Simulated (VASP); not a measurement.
Wanted: the native input for a VASP 6.6.1 run.

- Task: single point
- Functional: PBE
- Dispersion: D3(BJ)
- Potentials or basis: VASP PAW PBE potentials, release 64 (B, N)
- Cutoff: 520 eV
- k mesh: 12 × 12 × 1
- Occupations: gaussian, width 0.02 eV
- Spin: no spin polarisation
- Dipole correction: yes
- Further INCAR settings: ALGO = Normal; EDIFF = 1e-06; NBANDS = 11

The structure of BN lies in POSCAR:

```
BN
1.0
    2.5064381600      0.0000000000      0.0000000000
   -1.2532190800      2.1706391196      0.0000000000
    0.0000000000      0.0000000000     26.0000000000
B N
1 1
Direct
    0.6666666667      0.3333333333      0.5000000000
    0.3333333333      0.6666666667      0.5000000000
```

These files were run (other wordings do the same):

INCAR

```
  PREC = Accurate
  ENCUT = 520
  EDIFF = 1E-6
  ISMEAR = 0
  SIGMA = 0.02
  LREAL = F
  LASPH = T
  NELM = 60
  ALGO = Normal
  ISIF = 2
  LWAVE = F
  LCHARG = F
  LDIPOL = T
  IDIPOL = 3
  DIPOL = 0.5 0.5 0.500
  GGA = PE
  IVDW = 12
  NBANDS = 11
```

KPOINTS

```
Automatic mesh
0
Gamma
  12 12 1
```

Potentials or basis: VASP PAW PBE potentials, release 64 (B, N).

The run is started by

```bash
$ cat potpaw_PBE.64/B/POTCAR potpaw_PBE.64/N/POTCAR > POTCAR
$ mpirun -np 1 vasp_std > vasp.out
```

Results of the run:

| Quantity | Value |
| --- | --- |
| Band gap on the k mesh | 4.68 eV, direct |
| Dispersion energy per atom | -0.077 eV |

Run time: 28 s on 1 thread of Intel(R) Xeon(R) 6975P-C (Granite Rapids), with other jobs on the host, peak memory 0.26 GiB.
